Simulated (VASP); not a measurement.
Here is a VASP 6.6.1 calculation.

File INCAR:

```
SYSTEM = AlNi
PREC = Accurate
ENCUT = 600
EDIFF = 1E-7
ISMEAR = -1
SIGMA = 1.0
LREAL = .False.
LASPH = .True.
NELM = 120
ALGO = Normal
ISIF = 3
LWAVE = .False.
LCHARG = .False.
GGA = PE
IBRION = 2
NSW = 80
EDIFFG = -0.005
GGA_COMPAT = .False.
NELMIN = 4
```

The input KPOINTS:

```
Automatic mesh
0
Gamma
  13 13 13
  0 0 0
```

File POSCAR:

```
AlNi
1.0
    2.8597113000      0.0000000000      0.0000000000
    0.0000000000      2.8597113000      0.0000000000
    0.0000000000      0.0000000000      2.8597113000
Al Ni
1 1
Direct
    0.5000000000      0.5000000000      0.5000000000
    0.0000000000      0.0000000000      0.0000000000
```

Potentials or basis: VASP PAW PBE potentials, release 64 (Al, Ni).

Run with:

```sh
$ cat potpaw_PBE.64/Al/POTCAR potpaw_PBE.64/Ni/POTCAR > POTCAR
$ mpirun -np 1 vasp_std > vasp.out
```

Question: Predict the relaxed volume.

Answer: 13.53 Å³/atom.

Question: What does it give for the space group after relaxing (to 0.05 Å)?

Answer: Pm-3m (No. 221).

Question: Predict the relaxed cell.

Answer: a = 3.003 Å, b = 3.003 Å, c = 3.003 Å, α = 90.00°, β = 90.00°, γ = 90.00°.

Final structure:
```
CELL_PARAMETERS angstrom
3.00257 0.00000 0.00000
0.00000 3.00257 0.00000
0.00000 0.00000 3.00257
ATOMIC_POSITIONS crystal
Al 0.50000 0.50000 0.50000
Ni 0.00000 0.00000 0.00000
```

Caveat: the volume moved by over 15 % at a fixed basis, so the end points are rough. Spin polarisation is off, so any magnetic state and its effect on volume and gap are missing.
